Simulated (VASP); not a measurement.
# AlN in VASP: further runs, part 2 of 2

VASP 6.6.1. The steps go on from the part before.

### 4 Single point, PBE (atoms displaced along a vibrational mode)

Input file INCAR:

```
PREC = Accurate ; ENCUT = 520
EDIFF = 1E-6 ; ISMEAR = 0
SIGMA = 0.05 ; LREAL = F
LASPH = T ; NELM = 100
ALGO = Normal ; ISIF = 2
LWAVE = F ; LCHARG = F
GGA = PE ; NBANDS = 11
```

Input file KPOINTS:

```
regular mesh
0
Gamma
  10 10 10
```

Input file POSCAR:

```
AlN
1.0
    0.0000000000      2.2012588983      2.2012588983
    2.2012588983      0.0000000000      2.2012588983
    2.2012588983      2.2012588983      0.0000000000
Al N
1 1
Direct
   -0.0085843750      0.0085843750      0.0085843750
    0.7665359922      0.7334640078      0.7334640078
```

Potentials or basis: VASP PAW PBE potentials, release 64 (Al, N).

Launch:

```sh
> cat potpaw_PBE.64/Al/POTCAR potpaw_PBE.64/N/POTCAR > POTCAR
> mpirun -np 1 vasp_std > vasp.out
```

OUTCAR:

```text
PREC = Accurate
   ENCUT = 520
   EDIFF = 1E-6
   ISMEAR = 0
   LREAL = F
   LASPH = T
   NELM = 100
   ISIF = 2
   GGA = PE

 ion  position               nearest neighbor table
   1  0.991  0.009  0.009-   2 1.84   2 1.84   2 1.97   2 1.97
   2  0.767  0.733  0.733-   1 1.84   1 1.84   1 1.97   1 1.97

  LATTYP: Found a face centered cubic cell.
 ALAT       =     4.4025177966

  Lattice vectors:

 A1 = (   0.0000000000,   2.2012588983,   2.2012588983)
 A2 = (   2.2012588983,   0.0000000000,   2.2012588983)
 A3 = (   2.2012588983,   2.2012588983,   0.0000000000)

Analysis of symmetry for initial positions (statically):
=====================================================================
 Subroutine PRICEL returns:
 Original cell was already a primitive cell.

 Routine SETGRP: Setting up the symmetry group for a
 face centered cubic supercell.

 Subroutine GETGRP returns: Found  4 space group operations
 (whereof  4 operations were pure point group operations)
 out of a pool of 48 trial point group operations.

The static configuration has the point symmetry C_2v.

Analysis of symmetry for dynamics (positions and initial velocities):
=====================================================================
 Subroutine PRICEL returns:
 Original cell was already a primitive cell.

 Routine SETGRP: Setting up the symmetry group for a
 face centered cubic supercell.

 Subroutine GETGRP returns: Found  4 space group operations
 (whereof  4 operations were pure point group operations)
 out of a pool of 48 trial point group operations.

The dynamic configuration has the point symmetry C_2v.

 Subroutine INISYM returns: Found  4 space group operations
 (whereof  4 operations are pure point group operations),
 and found     1 'primitive' translations

----------------------------------------------------------------------------------------

                                     Primitive cell

  volume of cell :      21.3326

  direct lattice vectors                    reciprocal lattice vectors
     0.000000000  2.201258898  2.201258898    -0.227142750  0.227142750  0.227142750
     2.201258898  0.000000000  2.201258898     0.227142750 -0.227142750  0.227142750
     2.201258898  2.201258898  0.000000000     0.227142750  0.227142750 -0.227142750

  length of vectors
     3.113050188  3.113050188  3.113050188     0.393422784  0.393422784  0.393422784

  position of ions in fractional coordinates (direct lattice)
     0.991415625  0.008584375  0.008584375
     0.766535992  0.733464008  0.733464008

  ion indices of the primitive-cell ions
   primitive index   ion index
                 1           1
                 2           2

----------------------------------------------------------------------------------------

 KPOINTS: regular mesh

Automatic generation of k-mesh.
 Grid dimensions read from file:
 generate k-points for:   10   10   10

 Generating k-lattice:

  Cartesian coordinates                     Fractional coordinates (reciprocal lattice)
    -0.022714275  0.022714275  0.022714275     0.100000000  0.000000000  0.000000000
     0.022714275 -0.022714275  0.022714275     0.000000000  0.100000000  0.000000000
     0.022714275  0.022714275 -0.022714275     0.000000000  0.000000000  0.100000000

  Length of vectors
     0.039342278  0.039342278  0.039342278

  Shift w.r.t. Gamma in fractional coordinates (k-lattice)
     0.000000000  0.000000000  0.000000000

 Subroutine IBZKPT returns following result:
 ===========================================

 Found    171 irreducible k-points:

 Following reciprocal coordinates:
            Coordinates               Weight
  0.000000  0.000000  0.000000      1.000000
  0.100000  0.000000  0.000000      4.000000
  0.000000  0.100000  0.000000      4.000000
  0.200000  0.000000  0.000000      4.000000
  0.000000  0.200000  0.000000      4.000000
  0.300000  0.000000  0.000000      4.000000
[... 16 lines left out ...]
  0.000000  0.400000  0.100000      4.000000
  0.100000  0.000000  0.400000      8.000000
 [... further k-points ...]
   k-points           NKPTS =    171   k-points in BZ     NKDIM =    171   number of bands    NBANDS=     11
   number of dos      NEDOS =    301   number of ions     NIONS =      2
   total plane-waves  NPLWV =  13824
   dimension x,y,z NGX =    24 NGY =   24 NGZ =   24
   dimension x,y,z NGXF=    48 NGYF=   48 NGZF=   48
   ions per type =               1   1
   NGX,Y,Z   is equivalent  to a cutoff of  12.82, 12.82, 12.82 a.u.
   NGXF,Y,Z  is equivalent  to a cutoff of  25.63, 25.63, 25.63 a.u.
 SYSTEM =  unknown system
   PREC   = accura    normal or accurate (medium, high low for compatibility)
   ISTART =      0    job   : 0-new  1-cont  2-samecut
   ICHARG =      2    charge: 1-file 2-atom 10-const
   ISPIN  =      1    spin polarized calculation?
   LNONCOLLINEAR =      F non collinear calculations
   LSORBIT =      F    spin-orbit coupling
   LASPH  =      T    aspherical Exc in radial PAW
   ENCUT  =  520.0 eV  38.22 Ry    6.18 a.u.   5.79  5.79  5.79*2*pi/ulx,y,z
   NELM   =    100;   NELMIN=  2; NELMDL= -5     # of ELM steps
   EDIFF  = 0.1E-05   stopping-criterion for ELM
   LREAL  =      F    real-space projection
   EDIFFG = 0.1E-04   stopping-criterion for IOM
   NSW    =      0    number of steps for IOM
   IBRION =     -1    ionic relax: 0-MD 1-quasi-New 2-CG
   NFREE  =      0    steps in history (QN), initial steepest desc. (CG)
   ISIF   =      2    stress and relaxation
   ISYM   =      2    0-nonsym 1-usesym 2-fastsym
   POTIM  = 0.5000    time-step for ionic-motion
   TEBEG  =    0.0;   TEEND  =   0.0 temperature during run
   PSTRESS=    0.0 pullay stress
   NELECT =       8.0000    total number of electrons
   NUPDOWN=      -1.0000    fix difference up-down
   EMIN   =  10.00;   EMAX   =-10.00  energy-range for DOS
   EFERMI =   0.00;   METHOD = LEGACY
   ISMEAR =     0;   SIGMA  =   0.05  broadening in eV -4-tet -1-fermi 0-gaus
   EFERMI_NEDOS =   21; number of points for ismear=-14 and -15
   IALGO  =     38    algorithm
   IMIX   =      4    mixing-type and parameters
     AMIX     =   0.40;   BMIX     =  1.00
     AMIX_MAG =   1.60;   BMIX_MAG =  1.00
  volume/ion in A,a.u.               =      10.67        71.98
  Fermi-wavevector in a.u.,A,eV,Ry     =   1.180566  2.230947 18.962939  1.393737
  Thomas-Fermi vector in A             =   2.316856
   LORBIT       =      0    0 simple, 1 ext, 2 COOP (PROOUT), +10 PAW based schemes
   GGA     = PE    functional components
   LHFCALC =     F    Hartree Fock is set to
   AEXX    =    0.0000 exact exchange contribution
   IVDW    =     0    specifies the selected vdW correction
   LEPSILON=     F    determine dielectric tensor
   LRPA    =     F    only Hartree local field effects (RPA)
 non-spin polarized calculation
 Gauss-broadening in eV      SIGMA  =   0.05
  energy-cutoff  :      520.00
  volume of cell :       21.33
 maximum number of plane-waves:       589
   NGX = 11   NGY = 11   NGZ = 11

 number of electron       8.0000000 magnetization

 Free energy of the ion-electron system (eV)
  ---------------------------------------------------
  ext. energy  EPLUGINS =         0.00000000
  ---------------------------------------------------
  free energy    TOTEN  =       -14.76409585 eV

  energy without entropy =      -14.76409585  energy(sigma->0) =      -14.76409585

 E-fermi :   6.3405     XC(G=0): -10.8299

 val. band max:        6.0214366801   @ k =   0.0000   0.0000   0.0000
 cond. band min:       9.0413331429   @ k =   0.5000   0.5000   0.0000
 fundamental gap:      3.0198964628
 Fermi energy:         6.3405248625

 k-point     1 :       0.0000    0.0000    0.0000
  band No.  band energies     occupation
      1      -9.1012      2.00000
      2       5.4455      2.00000
      3       5.7564      2.00000
      4       6.0214      2.00000
      5       9.7102      0.00000
      6      18.0375      0.00000
      7      18.0913      0.00000
      8      18.1217      0.00000
      9      23.1582      0.00000
     10      23.2330      0.00000
     11      24.1765      0.00000
[... 309 lines left out ...]
 k-point    24 :       0.1000    0.0000    0.4000
  band No.  band energies     occupation
      1      -7.4624      2.00000
      2       0.8434      2.00000
      3       5.0162      2.00000
      4       5.2806      2.00000
      5      12.7935      0.00000
      6      15.1152      0.00000
      7      17.1439      0.00000
      8      17.7992      0.00000
      9      21.7863      0.00000
     10      24.4700      0.00000
     11      24.8346      0.00000

 [... further k-points ...]
[... 5 lines left out ...]
  --------------------------------------------------------------------------------------
  -------------------------------------------------------------------------------------
  Total       -0.0279888      0.2567946      0.2567946      0.0000000     -0.9063407      0.0000000
  in kB       -2.1020932     19.2864823     19.2864823      0.0000000    -68.0704580      0.0000000
  external PRESSURE =      12.1569571 kB  Pullay stress =       0.0000000 kB

 VOLUME and BASIS-vectors are now :
 -----------------------------------------------------------------------------
  energy-cutoff  :      520.00
  volume of cell :       21.33
      direct lattice vectors                 reciprocal lattice vectors
     0.000000000  2.201258898  2.201258898    -0.227142750  0.227142750  0.227142750
     2.201258898  0.000000000  2.201258898     0.227142750 -0.227142750  0.227142750
     2.201258898  2.201258898  0.000000000     0.227142750  0.227142750 -0.227142750

 POSITION                                       TOTAL-FORCE (eV/Angst)
 -----------------------------------------------------------------------------------
      0.03779      2.20126      2.20126        -1.498425      0.000000      0.000000
      3.22909      3.30189      3.30189         1.498425     -0.000000     -0.000000
 -----------------------------------------------------------------------------------
    total drift:                                0.000207     -0.000000     -0.000000

  FREE ENERGIE OF THE ION-ELECTRON SYSTEM (eV)
  ---------------------------------------------------
  free  energy   TOTEN  =       -14.7640958514 eV

  energy  without entropy=      -14.7640958514  energy(sigma->0) =      -14.76409585
```

stdout:

```text
POSCAR found type information on POSCAR AlN
 POSCAR found :  2 types and       2 ions
 scaLAPACK will be used
 LDA part: xc-table for (Slater+PW92), standard interpolation
 POSCAR, INCAR and KPOINTS ok, starting setup
 FFT: planning ... GRIDC
 FFT: planning ... GRID_SOFT
 FFT: planning ... GRID
 WAVECAR not read
 entering main loop
```

Wall time 47 s (1 thread of AMD EPYC 7R13, shared host); peak memory 0.13 GiB.

Results:

```yaml
Free_energy: -14.7641 eV
Pressure: 1.2 GPa
Largest_force: 1.498 eV/Å
Band_gap_on_the_k_mesh: 3.02 eV (least direct gap 3.69 eV)
```

Forces in eV/Å, atoms in the order of the input:
```
Al  -1.498  0.000  0.000
N    1.498  0.000  0.000
```

Caveat: the cell differs from its parent crystal (atoms displaced along a vibrational mode); forces of over 1 eV/Å act on the atoms, so gaps and moduli don't describe the material at rest. A k mesh can miss the band edges.

### 5 Summary

| cell | gap on the mesh (eV) | pressure (GPa) | largest force (eV/Å) |
| --- | --- | --- | --- |
| as given, atomic positions A | 3.31 | -0.2 | - |
| as given, atomic positions B | 3.11 | 0.4 | 1.00 |
| as given, atomic positions C | 3.02 | 1.2 | 1.50 |

Alike in all rows: task single point; level PBE; potentials or basis VASP PAW PBE potentials, release 64 (Al, N); no spin polarisation; k mesh 10 × 10 × 10; cutoff (eV) 520; smearing gaussian 0.05 eV.

Caveats: forces of over 1 eV/Å act on the atoms, so gaps and moduli don't describe the material at rest (at least some runs).

Total energies depend on the potentials used, so only differences within one code and one set of settings carry meaning.
